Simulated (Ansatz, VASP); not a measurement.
## Te: VASP beside Ansatz

```
Te
1.0
     3.15002    0.00000    0.00000
     0.00000    3.15002    0.00000
     0.00000    0.00000    3.15002
Te
1
Cartesian
  0.0000 0.0000 0.0000
```

Alike in both runs: functional PBEsol; k mesh 13 × 13 × 13; occupations fermi-dirac, width 0.08 eV; no spin polarisation.

Ansatz relaxed the structure, and its values are those at the end. VASP's run is a single point on that final structure, the one shown.

|  | VASP | Ansatz |
| --- | --- | --- |
| version | VASP 6.6.1 | Ansatz 0.2.0 |
| potentials or method | VASP PAW PBE potentials, release 64 (Te), cutoff 500 eV | PAW with Ansatz's default frozen-core files, scalar-relativistic |
| valence electrons in the cell | 6 | 16 |

```tsv
	VASP	Ansatz	Ansatz less VASP
pressure (GPa)	0.0	0.0	-0.05
```

VASP's potentials were made for PBE, not for PBEsol. VASP's potentials hold 6 valence electrons a cell and Ansatz's 16, so a difference there can come from the potentials and not from the codes.

Spin-orbit coupling is off throughout.
